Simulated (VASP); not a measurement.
# NaI (Fm-3m) in VASP: further runs, part 3 of 3

VASP 6.6.1. The steps go on from the part before.

## (5) Single point, HSE06

Contents of POSCAR:

```
NaI
1.0
    0.0000000000      3.2297205553      3.2297205553
    3.2297205553      0.0000000000      3.2297205553
    3.2297205553      3.2297205553      0.0000000000
Na I
1 1
Direct
    0.0000000000      0.0000000000      0.0000000000
    0.5000000000      0.5000000000      0.5000000000
```

Contents of INCAR.step1:

```
SYSTEM = NaI
  PREC = Accurate
  ENCUT = 520
  EDIFF = 1E-5
  ISMEAR = 0
  SIGMA = 0.01
  LREAL = .False.
  LASPH = .True.
  NELM = 80
  ALGO = Normal
  ISIF = 2
  LWAVE = .True.
  LCHARG = .False.
  GGA = PE
  NBANDS = 14
```

Contents of INCAR.step2:

```
SYSTEM = NaI
  PREC = Accurate
  ENCUT = 520
  EDIFF = 1E-6
  ISMEAR = 0
  SIGMA = 0.01
  LREAL = .False.
  LASPH = .True.
  NELM = 80
  ALGO = Normal
  ISIF = 2
  LWAVE = .False.
  LCHARG = .False.
  GGA = PE
  LHFCALC = .True.
  HFSCREEN = 0.2079
  PRECFOCK = Normal
  ISTART = 1
  NBANDS = 14
```

Contents of KPOINTS:

```
Automatic mesh
0
Gamma
  4 4 4
  0 0 0
```

Potentials or basis: VASP PAW PBE potentials, release 64 (Na_pv, I).

Command:

```sh
cat potpaw_PBE.64/Na_pv/POTCAR potpaw_PBE.64/I/POTCAR > POTCAR
cp INCAR.step1 INCAR
mpirun -np 1 vasp_std > vasp.out
cp INCAR.step2 INCAR
mpirun -np 1 vasp_std > vasp.out
```

OUTCAR:

```text
SYSTEM = NaI
   PREC = Accurate
   ENCUT = 520
   EDIFF = 1E-6
   ISMEAR = 0
   LREAL = .False.
   LASPH = .True.
   NELM = 80
   ISIF = 2
   GGA = PE
   LHFCALC = .True.
   HFSCREEN = 0.2079
   PRECFOCK = Normal
   ISTART = 1

 ion  position               nearest neighbor table
   1  0.000  0.000  0.000-
   2  0.500  0.500  0.500-

  LATTYP: Found a face centered cubic cell.
 ALAT       =     6.4594411106

  Lattice vectors:

 A1 = (   0.0000000000,   3.2297205553,   3.2297205553)
 A2 = (   3.2297205553,   0.0000000000,   3.2297205553)
 A3 = (   3.2297205553,   3.2297205553,   0.0000000000)

Analysis of symmetry for initial positions (statically):
=====================================================================
 Subroutine PRICEL returns:
 Original cell was already a primitive cell.

 Routine SETGRP: Setting up the symmetry group for a
 face centered cubic supercell.

 Subroutine GETGRP returns: Found 48 space group operations
 (whereof 48 operations were pure point group operations)
 out of a pool of 48 trial point group operations.

The static configuration has the point symmetry O_h .

Analysis of symmetry for dynamics (positions and initial velocities):
=====================================================================
 Subroutine PRICEL returns:
 Original cell was already a primitive cell.

 Routine SETGRP: Setting up the symmetry group for a
 face centered cubic supercell.

 Subroutine GETGRP returns: Found 48 space group operations
 (whereof 48 operations were pure point group operations)
 out of a pool of 48 trial point group operations.

The dynamic configuration has the point symmetry O_h .

 Subroutine INISYM returns: Found 48 space group operations
 (whereof 48 operations are pure point group operations),
 and found     1 'primitive' translations

----------------------------------------------------------------------------------------
[... 112 lines left out ...]
   IVDW    =     0    specifies the selected vdW correction
   LEPSILON=     F    determine dielectric tensor
   LRPA    =     F    only Hartree local field effects (RPA)
 non-spin polarized calculation
 Gauss-broadening in eV      SIGMA  =   0.01
  energy-cutoff  :      520.00
  volume of cell :       67.38
 maximum number of plane-waves:      1837
 NGX is ok and might be reduce to    36
  NGX = 28; NGY = 28; NGZ = 28

 number of electron      13.9999994 magnetization

 Free energy of the ion-electron system (eV)
  ---------------------------------------------------
  ext. energy  EPLUGINS =         0.00000000
  ---------------------------------------------------
  free energy    TOTEN  =        -6.25532737 eV

  energy without entropy =       -6.25532737  energy(sigma->0) =       -6.25532737

 E-fermi :   0.2753     XC(G=0):  -6.4780

 val. band max:        0.1390817335   @ k =   0.0000   0.0000   0.0000
 cond. band min:       4.8100728526   @ k =   0.0000   0.0000   0.0000
 fundamental gap:      4.6709911191
 Fermi energy:         0.2753252088

 k-point     1 :       0.0000    0.0000    0.0000
  band No.  band energies     occupation
      1     -24.6489      2.00000
      2     -24.6489      2.00000
      3     -24.6489      2.00000
      4     -11.8388      2.00000
      5       0.1391      2.00000
      6       0.1391      2.00000
      7       0.1391      2.00000
      8       4.8101      0.00000
      9       9.1499      0.00000
     10       9.1499      0.00000
     11       9.1499      0.00000
     12      11.1004      0.00000
     13      11.1004      0.00000
     14      11.6764      0.00000
[... 105 lines left out ...]
      1     -24.6518      2.00000
      2     -24.6518      2.00000
      3     -24.6506      2.00000
      4     -11.3759      2.00000
      5      -1.3848      2.00000
      6      -1.3848      2.00000
      7      -0.8511      2.00000
      8       7.0664      0.00000
      9       8.6818      0.00000
     10       8.6818      0.00000
     11       9.2106      0.00000
     12      13.4676      0.00000
     13      13.4676      0.00000
     14      14.2291      0.00000

------------------------ aborting loop because EDIFF is reached ----------------------------------------

  FORCE on cell =-STRESS in cart. coord.  units (eV):
  Direction    XX          YY          ZZ          XY          YZ          ZX
  --------------------------------------------------------------------------------------
  -------------------------------------------------------------------------------------
  Total        0.1135047      0.1135047      0.1135047     -0.0000000      0.0000000     -0.0000000
  in kB        2.6989796      2.6989796      2.6989796     -0.0000000      0.0000000     -0.0000000
  external PRESSURE =       2.6989796 kB  Pullay stress =       0.0000000 kB

 VOLUME and BASIS-vectors are now :
 -----------------------------------------------------------------------------
  energy-cutoff  :      520.00
  volume of cell :       67.38
      direct lattice vectors                 reciprocal lattice vectors
     0.000000000  3.229720555  3.229720555    -0.154812155  0.154812155  0.154812155
     3.229720555  0.000000000  3.229720555     0.154812155 -0.154812155  0.154812155
     3.229720555  3.229720555  0.000000000     0.154812155  0.154812155 -0.154812155

 POSITION                                       TOTAL-FORCE (eV/Angst)
 -----------------------------------------------------------------------------------
      0.00000      0.00000      0.00000         0.000000      0.000000     -0.000000
      3.22972      3.22972      3.22972        -0.000000     -0.000000      0.000000
 -----------------------------------------------------------------------------------
    total drift:                                0.000000      0.000000      0.000001

  FREE ENERGIE OF THE ION-ELECTRON SYSTEM (eV)
  ---------------------------------------------------
  free  energy   TOTEN  =        -6.2553273652 eV

  energy  without entropy=       -6.2553273652  energy(sigma->0) =       -6.25532737
```

OSZICAR.step1:

```text
N       E                     dE             d eps       ncg     rms          rms(c)
DAV:   1     0.860464971122E+02    0.86046E+02   -0.64767E+03   224   0.876E+02
DAV:   2     0.817068451286E+00   -0.85229E+02   -0.80672E+02   242   0.228E+02
DAV:   3    -0.529731408563E+01   -0.61144E+01   -0.60799E+01   302   0.591E+01
DAV:   4    -0.544312147754E+01   -0.14581E+00   -0.14578E+00   270   0.953E+00
DAV:   5    -0.544603423535E+01   -0.29128E-02   -0.29127E-02   310   0.125E+00    0.163E+00
DAV:   6    -0.538457209464E+01    0.61462E-01   -0.69704E-02   248   0.155E+00    0.111E+00
DAV:   7    -0.537587033576E+01    0.87018E-02   -0.64678E-02   278   0.131E+00    0.618E-01
DAV:   8    -0.537797629073E+01   -0.21060E-02   -0.52889E-03   242   0.582E-01    0.182E-01
DAV:   9    -0.537794061455E+01    0.35676E-04   -0.21267E-04   278   0.128E-01    0.388E-02
DAV:  10    -0.537795635185E+01   -0.15737E-04   -0.36771E-05   266   0.613E-02    0.986E-03
DAV:  11    -0.537795722900E+01   -0.87715E-06   -0.39128E-06   246   0.206E-02
   1 F= -.53779572E+01 E0= -.53779572E+01  d E =-.814026E-12
```

Run time: 6.1 min. Hardware: 1 thread of AMD EPYC 7R13 (Zen 3), shared host; peak memory 0.28 GiB.

Results:

- Free energy: -6.2553 eV
- Pressure: 0.3 GPa
- Band gap on the k mesh: 4.67 eV, direct

Levels at points of the mesh, in eV from the valence-band top:
```
           k point  band 5  band 6  band 7  band 8  band 9  band 10
(0.00, 0.00, 0.00)    0.00    0.00    0.00    4.67    9.01     9.01
(0.50, 0.00, 0.00)   -2.35   -0.31   -0.31    6.07    8.54     8.54
(0.50, 0.50, 0.00)   -2.07   -0.81   -0.81    5.53    6.50    11.13
```

Caveat: the k points lie up to 0.42 Å⁻¹ apart; the PAW data sets were made with another functional, which shifts forces and pressure a little; spin-orbit coupling is left out, which moves the levels of the heavy elements.

## (6) The runs side by side

| level | potentials or basis | k mesh | grid for exact exchange (PRECFOCK) | screening parameter | gap on the mesh (eV) | pressure (GPa) |
| --- | --- | --- | --- | --- | --- | --- |
| LDA | VASP PAW LDA potentials, release 64 (Na_pv, I) | 6 × 6 × 6 | - | - | 3.36 | -1.5 |
| r2SCAN | VASP PAW PBE potentials, release 64 (Na_pv, I) | 6 × 6 × 6 | - | - | 4.46 | -0.1 |
| HSE06 | VASP PAW PBE potentials, release 64 (Na_pv, I) | 4 × 4 × 4 | Normal | 0.2079 1/Å | 4.67 | 0.3 |

Alike in all rows: task single point; no spin polarisation; cell as given; cutoff (eV) 520; smearing gaussian 0.01 eV.

Caveats: some runs use coarse meshes; spin-orbit coupling is left out, which moves the levels of the heavy elements; the PAW data sets were made with another functional, which shifts forces and pressure a little (some runs).

Absolute energies hang on the potentials; compare differences alone.
